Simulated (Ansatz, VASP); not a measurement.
TePb in VASP and in Ansatz

Contents of INCAR:

```
SYSTEM = TePb
  ALGO = Normal
  EDIFF = 1E-6
  ENCUT = 520
  GGA = PS
  ISIF = 2
  ISMEAR = -1
  LASPH = .True.
  LCHARG = .False.
  LREAL = .False.
  LWAVE = .False.
  NBANDS = 17
  NELM = 100
  PREC = Accurate
  SIGMA = 0.05
```

Contents of KPOINTS:

```
k-points
0
Gamma
  6 6 6
  0 0 0
```

POSCAR

```
TePb
1.0
    0.0646200000      3.2310000000      3.2310000000
    3.2310000000      0.0646200000      3.2310000000
    3.2956200000      3.2956200000      0.0000000000
Pb Te
1 1
Direct
    0.0000000000      0.0000000000      0.0000000000
    0.5000000000      0.5000000000      0.5000000000
```

Contents of input.yaml:

```yaml
crystal:
  lattice:
    - [0.06462, 3.231, 3.231]
    - [3.231, 0.06462, 3.231]
    - [3.29562, 3.29562, 0.0]
  atoms:
    - { symbol: Pb, position: [0.0, 0.0, 0.0] }
    - { symbol: Te, position: [0.5, 0.5, 0.5] }
hamiltonian:
  xc: pbesol
  pseudopotentials: { kind: paw }
kpoints:
  mp_grid: { grid: [6, 6, 6] }
  band_path:
    path:
      - [[0.0, 0.0, 0.0], [0.37005, -0.37005, 0.0], [0.2501, -0.49, -0.2399], [0.0, -0.5, -0.5], [0.25, -0.25, -0.5], [0.5, 0.0, 0.0], [0.62995, 0.37005, 0.0], [0.5, 0.5, 0.0], [0.0, 0.0, 0.0], [-0.38005, -0.38005, -0.7601], [0.0, 0.0, -0.5], [0.25, -0.25, -0.5]]
      - [[-0.2501, -0.51, -0.7601], [-0.38005, -0.38005, -0.7601]]
      - [[0.38005, 0.38005, -0.2399], [0.5, 0.5, 0.0]]
    npoints: 14
scf:
  occupations: { method: fermi_dirac, width: 0.05 }
  n_extra_bands: 6
output:
  forces: true
  stress: true
  eigenvalues: true
  fatbands: false
  write_density: true
  write_potential: true
  elf: true
  volumetric_format: npy
```

Alike in both runs: functional PBEsol; k mesh 6 × 6 × 6; occupations fermi-dirac, width 0.05 eV; no spin polarisation.

```csv
,VASP,Ansatz
version,VASP 6.6.1,Ansatz 0.2.0
potentials or method,"VASP PAW PBE potentials, release 64 (Pb_d, Te)",Ansatz PAW
plane-wave cutoff (eV),520,420
valence electrons in the cell,20,30
task,single point,band structure
```

|  | VASP | Ansatz | Ansatz less VASP |
| --- | --- | --- | --- |
| gap on the k mesh at the Fermi level (eV) | 0.46 | 0.45 | -0.003 |
| least direct gap on the mesh (eV) | 0.64 | 0.63 | -0.003 |
| pressure (GPa) | -0.4 | -0.4 | +0.03 |
| traceless stress, the component that is largest in VASP (GPa) | -0.59 | -0.59 | +0.001 |

VASP's potentials were made for PBE, not for PBEsol. With one functional, cell and mesh, what is left measures potentials, basis and numerics. VASP's potentials hold 20 valence electrons a cell and Ansatz's 30, so a difference there can come from the potentials and not from the codes.

Spin-orbit coupling is off throughout.
